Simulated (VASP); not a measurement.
Write the native input for VASP 6.6.1 that does the following.

| Property | Result |
| --- | --- |
| Task | single point |
| Functional | PBEsol |
| Potentials or basis | VASP PAW PBE potentials, release 64 (Sr_sv, Cl) |
| Cutoff | 520 eV |
| k mesh | 6 × 6 × 6 |
| Occupations | gaussian, width 0.01 eV |
| Spin | no spin polarisation |
| Dipole correction | no |
| Further INCAR settings | ALGO = Normal; EDIFF = 1e-07; NBANDS = 19 |

The structure of SrCl2 lies in POSCAR:

```
SrCl2
1.0
    0.0000000000      3.4725975871      3.4725975871
    3.4725975871      0.0000000000      3.4725975871
    3.4725975871      3.4725975871      0.0000000000
Sr Cl
1 2
Direct
    0.0000000000      0.0000000000      0.0000000000
    0.2500000000      0.2500000000      0.2500000000
    0.7500000000      0.7500000000      0.7500000000
```

One way to write it, as run:

INCAR

```
ALGO = Normal ; EDIFF = 1E-7
ENCUT = 520 ; GGA = PS
ISIF = 2 ; ISMEAR = 0
LASPH = T ; LCHARG = F
LREAL = F ; LWAVE = F
NBANDS = 19 ; NELM = 100
PREC = Accurate ; SIGMA = 0.01
```

KPOINTS

```
k-points
0
Gamma
  6 6 6
```

Potentials or basis: VASP PAW PBE potentials, release 64 (Sr_sv, Cl).

Launch:

```sh
$ cat potpaw_PBE.64/Sr_sv/POTCAR potpaw_PBE.64/Cl/POTCAR > POTCAR
$ mpirun -np 1 vasp_std > vasp.out
```

It gave:

The pressure is -0.5 GPa and the band gap on the k mesh is 5.18 eV (least direct gap 5.35 eV).

Caveat: the PAW data sets were made with another functional, which shifts forces and pressure a little.

Run time: 16 s on 1 thread of Intel(R) Xeon(R) 6975P-C (Granite Rapids), with other jobs on the host, peak memory 0.24 GiB.
